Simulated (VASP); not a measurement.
# TaN (Fm-3m) in VASP: single point with LDA

Aim: the single point of TaN with LDA.

Everything below comes from runs of VASP 6.6.1. Logs are shortened: lines on timing, memory, paths and dates and some standing lists are left out, and cuts for length are marked.

## 1. The cell of the first run

It takes space group Fm-3m (No. 225, cubic). The conventional cell has a = 4.358 Å, b = 4.358 Å, c = 4.358 Å, α = 90.00°, β = 90.00°, γ = 90.00°. Ta (site symmetry m-3m) has 6 N at 2.18 Å within 2.9 Å. Within 2.9 Å of N (site symmetry m-3m) lie 6 Ta at 2.18 Å.

## 2. Single point, LDA

Input file INCAR:

```
SYSTEM = TaN
PREC = Accurate
ENCUT = 1330
EDIFF = 1E-6
ISMEAR = 0
SIGMA = 0.15
LREAL = .FALSE.
LASPH = .TRUE.
NELM = 120
ALGO = Normal
ISIF = 2
LWAVE = .FALSE.
LCHARG = .TRUE.
LELF = .TRUE.
LVHAR = .TRUE.
NBANDS = 16
GGA_COMPAT = .FALSE.
```

Input file KPOINTS:

```
Automatic mesh
0
G
  18 18 18
  0 0 0
```

Input file POSCAR:

```
TaN
1.0
    0.0000000000      2.1790000000      2.1790000000
    2.1790000000      0.0000000000      2.1790000000
    2.1790000000      2.1790000000      0.0000000000
Ta N
1 1
Direct
    0.5000000000      0.5000000000      0.5000000000
    0.0000000000      0.0000000000      0.0000000000
```

Potentials or basis: VASP PAW LDA potentials, release 64 (Ta_sv_GW, N_h).

Run with:

```bash
cat potpaw_LDA.64/Ta_sv_GW/POTCAR potpaw_LDA.64/N_h/POTCAR > POTCAR
mpirun -np 1 vasp_std > vasp.out
```

OUTCAR:

```text
SYSTEM = TaN
   PREC = Accurate
   ENCUT = 1330
   EDIFF = 1E-6
   ISMEAR = 0
   LREAL = .FALSE.
   LASPH = .TRUE.
   NELM = 120
   ISIF = 2

 ion  position               nearest neighbor table
   1  0.500  0.500  0.500-   2 2.18   2 2.18   2 2.18   2 2.18   2 2.18   2 2.18
   2  0.000  0.000  0.000-   1 2.18   1 2.18   1 2.18   1 2.18   1 2.18   1 2.18

  LATTYP: Found a face centered cubic cell.
 ALAT       =     4.3580000000

  Lattice vectors:

 A1 = (   0.0000000000,   2.1790000000,   2.1790000000)
 A2 = (   2.1790000000,   0.0000000000,   2.1790000000)
 A3 = (   2.1790000000,   2.1790000000,   0.0000000000)

Analysis of symmetry for initial positions (statically):
=====================================================================
 Subroutine PRICEL returns:
 Original cell was already a primitive cell.

 Routine SETGRP: Setting up the symmetry group for a
 face centered cubic supercell.

 Subroutine GETGRP returns: Found 48 space group operations
 (whereof 48 operations were pure point group operations)
 out of a pool of 48 trial point group operations.

The static configuration has the point symmetry O_h .

Analysis of symmetry for dynamics (positions and initial velocities):
=====================================================================
 Subroutine PRICEL returns:
 Original cell was already a primitive cell.

 Routine SETGRP: Setting up the symmetry group for a
 face centered cubic supercell.

 Subroutine GETGRP returns: Found 48 space group operations
 (whereof 48 operations were pure point group operations)
 out of a pool of 48 trial point group operations.

The dynamic configuration has the point symmetry O_h .

 Subroutine INISYM returns: Found 48 space group operations
 (whereof 48 operations are pure point group operations),
 and found     1 'primitive' translations

----------------------------------------------------------------------------------------

                                     Primitive cell

  volume of cell :      20.6920

  direct lattice vectors                    reciprocal lattice vectors
     0.000000000  2.179000000  2.179000000    -0.229463056  0.229463056  0.229463056
     2.179000000  0.000000000  2.179000000     0.229463056 -0.229463056  0.229463056
     2.179000000  2.179000000  0.000000000     0.229463056  0.229463056 -0.229463056

  length of vectors
     3.081571352  3.081571352  3.081571352     0.397441672  0.397441672  0.397441672

  position of ions in fractional coordinates (direct lattice)
     0.500000000  0.500000000  0.500000000
     0.000000000  0.000000000  0.000000000

  ion indices of the primitive-cell ions
   primitive index   ion index
                 1           1
                 2           2

----------------------------------------------------------------------------------------

 KPOINTS: Automatic mesh

Automatic generation of k-mesh.
 Grid dimensions read from file:
 generate k-points for:   18   18   18

 Generating k-lattice:

  Cartesian coordinates                     Fractional coordinates (reciprocal lattice)
    -0.012747948  0.012747948  0.012747948     0.055555556  0.000000000  0.000000000
     0.012747948 -0.012747948  0.012747948     0.000000000  0.055555556  0.000000000
     0.012747948  0.012747948 -0.012747948     0.000000000  0.000000000  0.055555556

  Length of vectors
     0.022080093  0.022080093  0.022080093

  Shift w.r.t. Gamma in fractional coordinates (k-lattice)
     0.000000000  0.000000000  0.000000000

 Subroutine IBZKPT returns following result:
 ===========================================

 Found    195 irreducible k-points:

 Following reciprocal coordinates:
            Coordinates               Weight
  0.000000  0.000000  0.000000      1.000000
  0.055556  0.000000  0.000000      8.000000
  0.111111  0.000000  0.000000      8.000000
  0.166667  0.000000  0.000000      8.000000
  0.222222  0.000000  0.000000      8.000000
  0.277778  0.000000  0.000000      8.000000
[... 16 lines left out ...]
 -0.277778  0.055556  0.000000     24.000000
 -0.222222  0.055556  0.000000     24.000000
 [... further k-points ...]
   k-points           NKPTS =    195   k-points in BZ     NKDIM =    195   number of bands    NBANDS=     16
   number of dos      NEDOS =    301   number of ions     NIONS =      2
   total plane-waves  NPLWV =  64000
   dimension x,y,z NGX =    40 NGY =   40 NGZ =   40
   dimension x,y,z NGXF=    80 NGYF=   80 NGZF=   80
   ions per type =               1   1
   NGX,Y,Z   is equivalent  to a cutoff of  21.58, 21.58, 21.58 a.u.
   NGXF,Y,Z  is equivalent  to a cutoff of  43.16, 43.16, 43.16 a.u.
 SYSTEM =  TaN
   PREC   = accura    normal or accurate (medium, high low for compatibility)
   ISTART =      0    job   : 0-new  1-cont  2-samecut
   ICHARG =      2    charge: 1-file 2-atom 10-const
   ISPIN  =      1    spin polarized calculation?
   LNONCOLLINEAR =      F non collinear calculations
   LSORBIT =      F    spin-orbit coupling
   LASPH  =      T    aspherical Exc in radial PAW
   ENCUT  = 1330.0 eV  97.75 Ry    9.89 a.u.   9.16  9.16  9.16*2*pi/ulx,y,z
   NELM   =    120;   NELMIN=  2; NELMDL= -5     # of ELM steps
   EDIFF  = 0.1E-05   stopping-criterion for ELM
   LREAL  =      F    real-space projection
   EDIFFG = 0.1E-04   stopping-criterion for IOM
   NSW    =      0    number of steps for IOM
   IBRION =     -1    ionic relax: 0-MD 1-quasi-New 2-CG
   NFREE  =      0    steps in history (QN), initial steepest desc. (CG)
   ISIF   =      2    stress and relaxation
   ISYM   =      2    0-nonsym 1-usesym 2-fastsym
   POTIM  = 0.5000    time-step for ionic-motion
   TEBEG  =    0.0;   TEEND  =   0.0 temperature during run
   PSTRESS=    0.0 pullay stress
   NELECT =      18.0000    total number of electrons
   NUPDOWN=      -1.0000    fix difference up-down
   EMIN   =  10.00;   EMAX   =-10.00  energy-range for DOS
   EFERMI =   0.00;   METHOD = LEGACY
   ISMEAR =     0;   SIGMA  =   0.15  broadening in eV -4-tet -1-fermi 0-gaus
   EFERMI_NEDOS =   21; number of points for ismear=-14 and -15
   IALGO  =     38    algorithm
   IMIX   =      4    mixing-type and parameters
     AMIX     =   0.40;   BMIX     =  1.00
     AMIX_MAG =   1.60;   BMIX_MAG =  1.00
  volume/ion in A,a.u.               =      10.35        69.82
  Fermi-wavevector in a.u.,A,eV,Ry     =   1.562782  2.953230 33.229345  2.442288
  Thomas-Fermi vector in A             =   2.665650
   LORBIT       =      0    0 simple, 1 ext, 2 COOP (PROOUT), +10 PAW based schemes
   GGA     = CA    functional components
   LHFCALC =     F    Hartree Fock is set to
   AEXX    =    0.0000 exact exchange contribution
   IVDW    =     0    specifies the selected vdW correction
   LEPSILON=     F    determine dielectric tensor
   LRPA    =     F    only Hartree local field effects (RPA)
 non-spin polarized calculation
 Gauss-broadening in eV      SIGMA  =   0.15
  energy-cutoff  :     1330.00
  volume of cell :       20.69
 maximum number of plane-waves:      2301
 NGX is ok and might be reduce to    40
   NGX = 19   NGY = 19   NGZ = 19

 number of electron      18.0000000 magnetization

 Free energy of the ion-electron system (eV)
  ---------------------------------------------------
  ext. energy  EPLUGINS =         0.00000000
  ---------------------------------------------------
  free energy    TOTEN  =       -26.67518628 eV

  energy without entropy =      -26.66577141  energy(sigma->0) =      -26.67047884

 E-fermi :  14.2635     XC(G=0): -14.2373

 val. band max:       14.2578866579   @ k =   0.3889   0.0556   0.0000
 cond. band min:      14.2683687651   @ k =   0.0000   0.0000   0.0000
 fundamental gap:      0.0104821072
 Fermi energy:        14.2634644351

 k-point     1 :       0.0000    0.0000    0.0000
  band No.  band energies     occupation
      1     -54.8236      2.00000
      2     -21.2366      2.00000
      3     -21.2366      2.00000
      4     -21.2366      2.00000
      5      -4.5561      2.00000
      6      10.4109      2.00000
[... 8 lines left out ...]
     15      23.5147      0.00000
     16      39.0366      0.00000

 k-point     2 :       0.0556    0.0000    0.0000
  band No.  band energies     occupation
      1     -54.8217      2.00000
      2     -21.2683      2.00000
      3     -21.2394      2.00000
      4     -21.2394      2.00000
      5      -4.4757      2.00000
      6       9.9866      2.00000
[... 8 lines left out ...]
     15      23.7535      0.00000
     16      37.6528      0.00000

 k-point     3 :       0.1111    0.0000    0.0000
  band No.  band energies     occupation
      1     -54.8159      2.00000
      2     -21.3585      2.00000
      3     -21.2475      2.00000
      4     -21.2475      2.00000
      5      -4.2413      2.00000
      6       9.0951      2.00000
[... 8 lines left out ...]
     15      24.4290      0.00000
     16      35.6041      0.00000

 k-point     4 :       0.1667    0.0000    0.0000
  band No.  band energies     occupation
      1     -54.8072      2.00000
      2     -21.4937      2.00000
      3     -21.2599      2.00000
      4     -21.2599      2.00000
      5      -3.8731      2.00000
      6       8.0667      2.00000
[... 8 lines left out ...]
     15      25.4097      0.00000
     16      33.6497      0.00000
[... 324 lines left out ...]
 k-point    22 :      -0.3333    0.0556    0.0000
  band No.  band energies     occupation
      1     -54.7697      2.00000
      2     -22.0129      2.00000
      3     -21.3428      2.00000
      4     -21.3015      2.00000
      5      -2.1396      2.00000
      6       4.8826      2.00000
[... 8 lines left out ...]
     15      26.3884      0.00000
     16      28.4864      0.00000

 k-point    23 :      -0.2778    0.0556    0.0000
  band No.  band energies     occupation
      1     -54.7799      2.00000
      2     -21.8728      2.00000
      3     -21.3303      2.00000
      4     -21.2845      2.00000
      5      -2.6624      2.00000
      6       5.6773      2.00000
[... 8 lines left out ...]
     15      26.8236      0.00000
     16      29.6789      0.00000

 k-point    24 :      -0.2222    0.0556    0.0000
  band No.  band energies     occupation
      1     -54.7912      2.00000
      2     -21.7133      2.00000
      3     -21.3137      2.00000
      4     -21.2678      2.00000
      5      -3.1910      2.00000
      6       6.5798      2.00000
[... 8 lines left out ...]
     15      26.7652      0.00000
     16      30.7839      0.00000

 [... further k-points ...]
[... 5 lines left out ...]
  --------------------------------------------------------------------------------------
  -------------------------------------------------------------------------------------
  Total       -0.1742430     -0.1742430     -0.1742430     -0.0000000     -0.0000000      0.0000000
  in kB      -13.4916260    -13.4916260    -13.4916260     -0.0000000     -0.0000000      0.0000000
  external PRESSURE =     -13.4916260 kB  Pullay stress =       0.0000000 kB

 VOLUME and BASIS-vectors are now :
 -----------------------------------------------------------------------------
  energy-cutoff  :     1330.00
  volume of cell :       20.69
      direct lattice vectors                 reciprocal lattice vectors
     0.000000000  2.179000000  2.179000000    -0.229463056  0.229463056  0.229463056
     2.179000000  0.000000000  2.179000000     0.229463056 -0.229463056  0.229463056
     2.179000000  2.179000000  0.000000000     0.229463056  0.229463056 -0.229463056

 POSITION                                       TOTAL-FORCE (eV/Angst)
 -----------------------------------------------------------------------------------
      2.17900      2.17900      2.17900         0.000000     -0.000000      0.000000
      0.00000      0.00000      0.00000         0.000000      0.000000      0.000000
 -----------------------------------------------------------------------------------
    total drift:                                0.000000     -0.000000      0.000000

  FREE ENERGIE OF THE ION-ELECTRON SYSTEM (eV)
  ---------------------------------------------------
  free  energy   TOTEN  =       -26.6751862765 eV

  energy  without entropy=      -26.6657714080  energy(sigma->0) =      -26.67047884
```

It took 8.6 min on 1 thread of Intel Xeon Platinum 8375C at 2.90GHz (Ice Lake), shared host; peak memory 0.45 GiB.

Results:

* Free energy: -26.6752 eV
* Pressure: -1.3 GPa
* Band gap on the k mesh: zero (bands 9 and 10 overlap by 4.17 eV)

Caveat: spin-orbit coupling is left out, which moves the levels of the heavy elements.
